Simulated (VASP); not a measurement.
Cs: single point with PBE

Crystal: Cs.

```
Cs
1.0
     3.69259    0.00000    0.00000
     0.00000    3.69259    0.00000
     0.00000    0.00000    3.69259
Cs
1
Direct
  0.00000 0.00000 0.00000
```

This isn't the form of Cs at room conditions, which is bcc.

```
Program             : VASP 6.6.1
Task                : single point
Functional          : PBE
Potentials or basis : VASP PAW PBE potentials, release 64 (Cs_sv)
Cutoff              : 520 eV
k mesh              : 8 × 8 × 8
Occupations         : fermi-dirac, width 0.08 eV
Spin                : no spin polarisation
```

```json
{
  "Pressure": "4.0 GPa",
  "Band gap on the k mesh": "zero (an odd number of electrons rules out a gap without spin polarisation)"
}
```

Levels at points of the mesh, in eV from the Fermi level:
```tsv
k point	band 1	band 2	band 3	band 4	band 5	band 6	band 7	band 8	band 9	band 10
(0.00, 0.00, 0.00)	-24.16	-10.03	-10.03	-10.03	-1.91	0.83	0.83	7.62	7.62	7.62
(0.50, 0.00, 0.00)	-23.94	-11.89	-9.83	-9.83	0.48	1.72	1.95	4.03	4.03	7.36
(0.50, 0.50, 0.00)	-23.73	-11.55	-11.55	-9.64	-1.14	2.18	4.89	4.89	5.21	5.21
(0.50, 0.50, 0.50)	-23.53	-11.26	-11.26	-11.26	0.29	0.29	0.29	3.59	10.31	10.33
```

Run time: 11 s on 1 thread of Intel(R) Xeon(R) Platinum 8259CL CPU @ 2.50GHz (Skylake/Cascade Lake), with other jobs on the host, peak memory 0.15 GiB.

Caveat: the cell stands under pressure; spin-orbit coupling is left out, which moves the levels of the heavy elements.
